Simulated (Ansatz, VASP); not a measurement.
**Two plane-wave programs on Ca**

```
Ca
1.0
     0.00000    2.79000    2.79000
     2.79000    0.00000    2.79000
     2.79000    2.79000    0.00000
Ca
1
Cartesian
  0.0000 0.0000 0.0000
```

Alike in both runs: task single point; functional r2SCAN; k mesh 10 × 10 × 10; occupations gaussian, width 0.05 eV; no spin polarisation.

|  | VASP | Ansatz |
| --- | --- | --- |
| version | VASP 6.6.1 | Ansatz 0.2.0 |
| potentials or method | VASP PAW PBE potentials, release 64 (Ca_sv), cutoff 520 eV | scalar-relativistic, plane waves, PAW |
| valence electrons in the cell | 10 | 10 |

|  | VASP | Ansatz | Ansatz less VASP |
| --- | --- | --- | --- |
| gap on the k mesh at the Fermi level (eV) | none | none | - |
| pressure (GPa) | -0.1 | -0.2 | -0.05 |

VASP's potentials were made for PBE, not for r2SCAN. A gap of «none» marks a metal or a gap that the smearing closes.
